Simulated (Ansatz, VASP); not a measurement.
## Na: VASP beside Ansatz

INCAR

```
SYSTEM = Na
PREC = Accurate ; ENCUT = 520
EDIFF = 1E-7 ; ISMEAR = -1
SIGMA = 0.08 ; LREAL = .FALSE.
LASPH = .TRUE. ; NELM = 100
ALGO = Normal ; ISIF = 2
LWAVE = .FALSE. ; LCHARG = .TRUE.
GGA = PS ; LELF = .TRUE.
LVHAR = .TRUE. ; NBANDS = 10
```

KPOINTS

```
Automatic mesh
0
G
  12 12 12
  0 0 0
```

Contents of POSCAR:

```
Na
1.0
    3.1255190775      0.0000000000      0.0000000000
    0.0000000000      3.1255190775      0.0000000000
    0.0000000000      0.0000000000      3.1255190775
Na
1
Direct
    0.0000000000      0.0000000000      0.0000000000
```

Input for Ansatz:

```yaml
crystal:
  lattice:
    - [3.1255190775, 0.0, 0.0]
    - [0.0, 3.1255190775, 0.0]
    - [0.0, 0.0, 3.1255190775]
  atoms:
    - { symbol: Na, position: [0.0, 0.0, 0.0] }
kpoints:
  mp_grid: { grid: [12, 12, 12] }
scf:
  occupations: { method: fermi_dirac, width: 0.08 }
hamiltonian:
  xc: pbesol
  pseudopotentials: { kind: all_electron, lapw: { basis_error: 0.001 } }
output:
  forces: true
  stress: true
  eigenvalues: true
  populations: true
```

Change from the starting cell: volume scaled by 0.78, LAPW.

Alike in both runs: task single point; functional PBEsol; k mesh 12 × 12 × 12; occupations fermi-dirac, width 0.08 eV; no spin polarisation.

```csv
,VASP,Ansatz
version,VASP 6.6.1,Ansatz 0.2.0
potentials or method,"VASP PAW PBE potentials, release 64 (Na_pv), cutoff 520 eV","all-electron LAPW, scalar-relativistic"
```

|  | VASP | Ansatz | Ansatz less VASP |
| --- | --- | --- | --- |
| pressure (GPa) | 2.4 | 2.4 | -0.01 |

VASP's potentials were made for PBE, not for PBEsol. Ansatz ran all-electron here, and VASP with PAW potentials.
